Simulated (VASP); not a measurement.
Input of a VASP 6.6.1 run:

File INCAR:

```
SYSTEM = Ag
PREC     = Accurate       ! precision mode
ENCUT    = 520            ! plane-wave cutoff, eV
EDIFF    = 1E-7           ! SCF threshold, eV
ISMEAR   = 0              ! smearing method
SIGMA    = 0.15           ! smearing width, eV
LREAL    = .False.        ! projectors in reciprocal space
LASPH    = .True.         ! aspherical terms in the spheres
NELM     = 80             ! most SCF steps
ALGO     = Fast           ! electronic algorithm
ISIF     = 2              ! what is computed and relaxed
LWAVE    = .False.        ! write WAVECAR
LCHARG   = .False.        ! write CHGCAR
GGA      = PS             ! functional
NBANDS   = 12             ! bands
```

KPOINTS

```
Automatic mesh
0
Gamma
  20 20 20
  0 0 0
```

Contents of POSCAR:

```
Ag
1.0
   -1.5728713000      1.5728713000      1.6142626500
    1.5728713000     -1.5728713000      1.6142626500
    1.5728713000      1.5728713000     -1.6142626500
Ag
1
Direct
    0.0000000000      0.0000000000      0.0000000000
```

Potentials or basis: VASP PAW PBE potentials, release 64 (Ag).

Launch:

```console
$ cat potpaw_PBE.64/Ag/POTCAR > POTCAR
$ mpirun -np 1 vasp_std > vasp.out
```

(1) Estimate the pressure.

Results:

(1) 6.1 GPa.

Caveat: the cell differs from its parent crystal (strain -0.050 along x and y, -0.025 along z); the PAW data sets were made with another functional, which shifts forces and pressure a little.
